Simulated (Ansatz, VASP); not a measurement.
# Two plane-wave programs on Mn

File INCAR:

```
SYSTEM = Mn
PREC = Accurate
ENCUT = 520
EDIFF = 1E-7
ISMEAR = -1
SIGMA = 0.1
LREAL = .False.
LASPH = .True.
NELM = 80
ALGO = Normal
ISIF = 2
LWAVE = .False.
LCHARG = .False.
GGA = RE
NBANDS = 20
```

KPOINTS

```
regular mesh
0
Gamma
  16 16 9
  0 0 0
```

File POSCAR:

```
Mn
1.0
    2.5281931967      0.0000000000      0.0000000000
   -1.2640965983      2.1894795340      0.0000000000
    0.0000000000      0.0000000000      4.0870926421
Mn
2
Direct
    0.3333333333      0.6666666667      0.2500000000
    0.6666666667      0.3333333333      0.7500000000
```

Input for Ansatz:

```yaml
crystal:
  lattice:
    - [2.5281931967, 0.0, 0.0]
    - [-1.2640965983, 2.189479534, 0.0]
    - [0.0, 0.0, 4.0870926421]
  atoms:
    - { symbol: Mn, position: [0.3333333333, 0.6666666667, 0.25] }
    - { symbol: Mn, position: [0.6666666667, 0.3333333333, 0.75] }
hamiltonian:
  xc: revpbe
  pseudopotentials:
    kind: paw
    azcp:
      Mn: "pseudopotentials/Mn.paw.azcp"
basis:
  ecutwfc: 420
  fft_grid_basis: typed
kpoints:
  mp_grid: { grid: [16, 16, 9], shift: [0, 0, 0] }
magnetization:
  spin_polarized: false
scf:
  occupations: { method: fermi_dirac, width: 0.1 }
  lower_state_search: "off"
output:
  stress: true
  write_density: true
  write_potential: true
  elf: true
  volumetric_format: npy
```

Alike in both runs: task single point; functional revPBE; k mesh 16 × 16 × 9; occupations fermi-dirac, width 0.1 eV; no spin polarisation.

|  | VASP | Ansatz |
| --- | --- | --- |
| version | VASP 6.6.1 | Ansatz 0.2.0 |
| potentials or method | VASP PAW PBE potentials, release 64 (Mn_pv), cutoff 520 eV | plane waves (420 eV) with PAW, scalar-relativistic |
| valence electrons in the cell | 26 | 30 |

|  | VASP | Ansatz | Ansatz less VASP |
| --- | --- | --- | --- |
| pressure (GPa) | -9.5 | -9.6 | -0.03 |
| traceless stress, the component that is largest in VASP (GPa) | -0.14 | -0.04 | +0.100 |

VASP's potentials were made for PBE, not for revPBE. The functional is the same, so the differences come from potentials, cutoffs and numerics. VASP's potentials hold 26 valence electrons a cell and Ansatz's 30, so a difference there can come from the potentials and not from the codes.
